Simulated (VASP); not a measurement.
Input of a VASP 6.6.1 run:

The input INCAR:

```
  ALGO = Normal
  EDIFF = 1E-7
  EDIFFG = -0.04
  ENCUT = 600
  GGA = PE
  IBRION = 2
  ISIF = 3
  ISMEAR = 0
  LASPH = T
  LCHARG = F
  LREAL = F
  LWAVE = F
  NELM = 80
  NSW = 90
  PREC = Accurate
  SIGMA = 0.1
```

The input KPOINTS:

```
k-points
0
Gamma
  4 4 10
```

The input POSCAR:

```
C
1.0
    3.7791239900      0.0000000000      0.0000000000
    0.0000000000      3.7791239900      0.0000000000
    0.0000000000      0.0000000000      1.5658517200
C
4
Direct
    0.2070418300      0.5000000000      0.0000000000
    0.7929581700      0.5000000000      0.0000000000
    0.5000000000      0.2070418300      0.0000000000
    0.5000000000      0.7929581700      0.0000000000
```

Potentials or basis: VASP PAW PBE potentials, release 64 (C).

Command:

```bash
$ cat potpaw_PBE.64/C/POTCAR > POTCAR
$ mpirun -np 1 vasp_std > vasp.out
```

Problem. Predict the relaxed cell.

Solution. a = 3.444 Å, b = 3.444 Å, c = 2.581 Å, α = 90.00°, β = 90.00°, γ = 90.00°.

Problem. Estimate the space group after relaxing (to 0.05 Å).

Solution. P4/mmm (No. 123).

Forces on the atoms (eV/Å):
```
C   -0.002  0.000  0.000
C    0.002  0.000  0.000
C    0.000 -0.002  0.000
C    0.000  0.002  0.000
```

Caveat: the k points lie up to 0.46 Å⁻¹ apart in the final cell.
